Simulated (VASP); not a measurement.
CdS (Hawleyite), 2 atoms in the cell. Symmetry: F-43m, No. 216, cubic system. Conventional cell: a = 5.833 Å, b = 5.833 Å, c = 5.833 Å, α = 90.00°, β = 90.00°, γ = 90.00°. Within 3.3 Å of Cd (site symmetry -43m) lie 4 S at 2.53 Å. Within 3.3 Å of S (site symmetry -43m) lie 4 Cd at 2.53 Å. 

| Property | Result |
| --- | --- |
| Program | VASP 6.6.1 |
| Task | dielectric tensor |
| Functional | PBE |
| Potentials or basis | VASP PAW PBE potentials, release 64 (Cd, S) |
| Cutoff | 520 eV |
| k mesh | 8 × 8 × 8 |
| Occupations | gaussian, width 0.01 eV |
| Spin | no spin polarisation |
| Dipole correction | no |
| Further INCAR settings | ALGO = Normal; EDIFF = 1e-08 |

Potentials or basis: VASP PAW PBE potentials, release 64 (Cd, S).

Command:

```console
$ cat potpaw_PBE.64/Cd/POTCAR potpaw_PBE.64/S/POTCAR > POTCAR
$ mpirun -np 1 vasp_std > vasp.out
```

Hardware: 1 thread of Intel Xeon 6975P-C, with other jobs on the host.

How long does it take, and how much memory?

Run time: 3.1 min on 1 thread of Intel Xeon 6975P-C, with other jobs on the host, peak memory 0.32 GiB. Counts: scf iterations 114, k points 29.
